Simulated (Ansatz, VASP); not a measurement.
Sb: VASP beside Ansatz

Contents of INCAR:

```
SYSTEM = Sb
PREC = Accurate
ENCUT = 520
EDIFF = 1E-7
ISMEAR = -1
SIGMA = 0.05
LREAL = .FALSE.
LASPH = .TRUE.
NELM = 80
ALGO = Normal
ISIF = 2
LWAVE = .FALSE.
LCHARG = .FALSE.
GGA = PS
NBANDS = 12
```

KPOINTS

```
regular mesh
0
G
  9 6 6
  0 0 0
```

POSCAR

```
Sb
1.0
    3.1014456505      0.0000000000      0.0000000000
    0.0000000000      4.3183391477      0.0000000000
   -0.0386538176      0.0000000000      4.3762816325
Sb
2
Direct
    0.0113890000      0.2500000000      0.2411660000
    0.9886110000      0.7500000000      0.7588340000
```

File input.yaml:

```yaml
crystal:
  lattice:
    - [3.1014456505, 0.0, 0.0]
    - [0.0, 4.3183391477, 0.0]
    - [-0.0386538176, 0.0, 4.3762816325]
  atoms:
    - { symbol: Sb, position: [0.011389, 0.25, 0.241166] }
    - { symbol: Sb, position: [0.988611, 0.75, 0.758834] }
kpoints:
  mp_grid: { grid: [9, 6, 6] }
scf:
  occupations: { method: fermi_dirac, width: 0.05 }
hamiltonian:
  xc: pbesol
  pseudopotentials: { kind: all_electron, lapw: { basis_error: 0.0005 } }
output:
  forces: true
  stress: true
  eigenvalues: true
```

Change from the starting cell: volume scaled by 0.98.

Alike in both runs: task single point; functional PBEsol; k mesh 9 × 6 × 6; occupations fermi-dirac, width 0.05 eV; no spin polarisation.

```csv
,VASP,Ansatz
version,VASP 6.6.1,Ansatz 0.2.0
potentials or method,"VASP PAW PBE potentials, release 64 (Sb), cutoff 520 eV","all-electron LAPW, scalar-relativistic"
```

```csv
,VASP,Ansatz,Ansatz less VASP
gap on the k mesh at the Fermi level (eV),none,none,-
pressure (GPa),-1.1,-1.1,-0.09
"traceless stress, the component that is largest in VASP (GPa)",-0.26,-0.27,-0.008
rms of the force components (eV/Å),0.047,0.041,-0.0059
```

VASP's potentials were made for PBE, not for PBEsol. Atom by atom the forces differ by 0.006 eV/Å (rms over components). A gap of «none» marks a metal or a gap that the smearing closes. Ansatz ran all-electron here, and VASP with PAW potentials.

Spin-orbit coupling is off throughout.
